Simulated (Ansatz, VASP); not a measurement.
**MgO: VASP beside Ansatz**

```
Mg O
1.0
     0.00000    2.13515    2.13515
     2.13515    0.00000    2.13515
     2.13515    2.13515    0.00000
Mg O
1 1
Direct
  0.00000 0.00000 0.00000
  0.48536 0.48536 0.51464
```

Change from the starting cell: all O atoms moved +0.062 Å, as atom 2 towards its neighbour atom 1 (Mg) at 2.135 Å.

Alike in both runs: task single point; functional r2SCAN; k mesh 10 × 10 × 10; occupations gaussian, width 0.05 eV; no spin polarisation.

|  | VASP | Ansatz |
| --- | --- | --- |
| version | VASP 6.6.1 | Ansatz 0.2.0 |
| potentials or method | VASP PAW PBE potentials, release 64 (Mg_sv, O), cutoff 750 eV | scalar-relativistic, plane waves, PAW |
| valence electrons in the cell | 16 | 16 |

Ansatz gave:

```
gap on the k mesh at the Fermi level (eV)                     : 5.22
least direct gap on the mesh (eV)                             : 5.22
pressure (GPa)                                                : -6.7
traceless stress, the component that is largest in VASP (GPa) : 0.80
rms of the force components (eV/Å)                            : 0.166
```

**Question.** Estimate VASP's values.

**Answer.** gap on the k mesh at the Fermi level (eV): 5.24; least direct gap on the mesh (eV): 5.24; pressure (GPa): -6.7; traceless stress, the component that is largest in VASP (GPa): 0.80; rms of the force components (eV/Å): 0.170.

VASP's potentials were made for PBE, not for r2SCAN. Atom by atom the forces differ by 0.004 eV/Å (rms over components).
